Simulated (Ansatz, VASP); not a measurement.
One calculation of Al3Cu2, two programs

```xyz
5
Lattice="3.9346 0.0000 0.0000 -1.9673 3.4075 0.0000 0.0000 0.0000 4.5835" Properties=species:S:1:pos:R:3 pbc="T T T"
Al    0.0000    0.0000    0.0000
Al    0.0000    2.2717    1.6111
Al    1.9673    1.1358    2.9724
Cu    0.0000    2.2717    3.8607
Cu    1.9673    1.1358    0.7229
```

Change from the starting cell: strain -0.040 along x and y, -0.080 along z, atoms carried along.

Alike in both runs: task single point; functional PBEsol; k mesh 12 × 12 × 10; occupations gaussian, width 0.15 eV; no spin polarisation.

|  | VASP | Ansatz |
| --- | --- | --- |
| version | VASP 6.6.1 | Ansatz 0.2.0 |
| potentials or method | VASP PAW PBE potentials, release 64 (Al, Cu), cutoff 520 eV | scalar-relativistic, plane waves, PAW |
| valence electrons in the cell | 31 | 47 |

Ansatz gave:

| Item | Value |
| --- | --- |
| gap on the k mesh at the Fermi level (eV) | none |
| pressure (GPa) | 27.9 |
| traceless stress, the component that is largest in VASP (GPa) | 11.31 |
| rms of the force components (eV/Å) | 0.113 |

Q: Which values does VASP return?

A: gap on the k mesh at the Fermi level (eV): none; pressure (GPa): 28.2; traceless stress, the component that is largest in VASP (GPa): 11.31; rms of the force components (eV/Å): 0.110.

VASP's potentials were made for PBE, not for PBEsol. Atom by atom the forces differ by 0.003 eV/Å (rms over components). A gap of «none» marks a metal or a gap that the smearing closes. VASP's potentials hold 31 valence electrons a cell and Ansatz's 47, so a difference there can come from the potentials and not from the codes.
